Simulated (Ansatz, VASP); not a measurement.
# One calculation of Ga, two programs

INCAR

```
SYSTEM = Ga
  PREC = Accurate
  ENCUT = 520
  EDIFF = 1E-7
  ISMEAR = -1
  SIGMA = 0.05
  LREAL = .False.
  LASPH = .True.
  NELM = 80
  ALGO = Normal
  ISIF = 2
  LWAVE = .False.
  LCHARG = .False.
  GGA = PE
  NBANDS = 20
```

The input KPOINTS:

```
Automatic mesh
0
Gamma
  12 12 12
  0 0 0
```

The input POSCAR:

```
Ga
1.0
    0.0000000000      2.9386428044      2.9386428044
    2.9386428044      0.0000000000      2.9386428044
    2.9386428044      2.9386428044      0.0000000000
Ga
2
Direct
    0.0000000000      0.0000000000      0.0000000000
    0.2500000000      0.2500000000      0.2788748942
```

Input for Ansatz:

```yaml
crystal:
  lattice:
    - [0.0, 2.9386428044, 2.9386428044]
    - [2.9386428044, 0.0, 2.9386428044]
    - [2.9386428044, 2.9386428044, 0.0]
  atoms:
    - { symbol: Ga, position: [0.0, 0.0, 0.0] }
    - { symbol: Ga, position: [0.25, 0.25, 0.2788748942] }
kpoints:
  mp_grid: { grid: [12, 12, 12] }
scf:
  occupations: { method: fermi_dirac, width: 0.05 }
hamiltonian:
  xc: pbe
  pseudopotentials: { kind: all_electron, lapw: { basis_error: 0.0005 } }
output:
  forces: true
  stress: true
  eigenvalues: true
```

Alike in both runs: task single point; functional PBE; k mesh 12 × 12 × 12; occupations fermi-dirac, width 0.05 eV; no spin polarisation.

```csv
,VASP,Ansatz
version,VASP 6.6.1,Ansatz 0.2.0
potentials or method,"VASP PAW PBE potentials, release 64 (Ga_d), cutoff 520 eV","all-electron LAPW, scalar-relativistic"
```

|  | VASP | Ansatz | Ansatz less VASP |
| --- | --- | --- | --- |
| pressure (GPa) | 0.3 | 0.3 | -0.09 |
| traceless stress, the component that is largest in VASP (GPa) | -2.03 | -2.01 | +0.016 |
| rms of the force components (eV/Å) | 0.268 | 0.265 | -0.0024 |

Atom by atom the forces differ by 0.002 eV/Å (rms over components). Ansatz ran all-electron here, and VASP with PAW potentials.
